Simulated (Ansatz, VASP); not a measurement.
# One calculation of Pd, two programs

```
Pd
1.0
    -1.57228    1.57228    1.57228
     1.57228   -1.57228    1.57228
     1.57228    1.57228   -1.57228
Pd
1
Direct
  0.00000 0.00000 0.00000
```

Alike in both runs: task single point; functional HSE06; k mesh 8 × 8 × 8; occupations fermi-dirac, width 0.05 eV; no spin polarisation.

|  | VASP | Ansatz |
| --- | --- | --- |
| version | VASP 6.6.1 | Ansatz 0.2.0 |
| potentials or method | VASP PAW PBE potentials, release 64 (Pd) | Ansatz PAW |
| plane-wave cutoff (eV) | 520 | 420 |
| valence electrons in the cell | 10 | 18 |

Ansatz gave:

| Quantity | Value |
| --- | --- |
| gap on the k mesh at the Fermi level (eV) | none |
| pressure (GPa) | -4.7 |

Task: Which values does VASP return?

Result: gap on the k mesh at the Fermi level (eV): none; pressure (GPa): -4.4.

A gap of «none» marks a metal or a gap that the smearing closes. The functional is the same, so the differences come from potentials, cutoffs and numerics. VASP's potentials hold 10 valence electrons a cell and Ansatz's 18, so a difference there can come from the potentials and not from the codes.
